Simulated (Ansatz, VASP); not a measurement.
La in VASP and in Ansatz

```
La
1.0
     3.51620    0.00000    0.00000
     0.00000    3.51620    0.00000
     0.00000    0.00000    3.51620
La
1
Direct
  0.00000 0.00000 0.00000
```

Alike in both runs: task single point; functional RPBE; k mesh 11 × 11 × 11; occupations fermi-dirac, width 0.1 eV; no spin polarisation.

|  | VASP | Ansatz |
| --- | --- | --- |
| version | VASP 6.6.1 | Ansatz 0.2.0 |
| potentials or method | VASP PAW PBE potentials, release 64 (La), cutoff 520 eV | plane waves (420 eV) with PAW, scalar-relativistic |
| valence electrons in the cell | 11 | 11 |

```tsv
	VASP	Ansatz	Ansatz less VASP
pressure (GPa)	-1.8	-1.8	0.00
```

VASP's potentials were made for PBE, not for RPBE.

Spin-orbit coupling is off throughout.
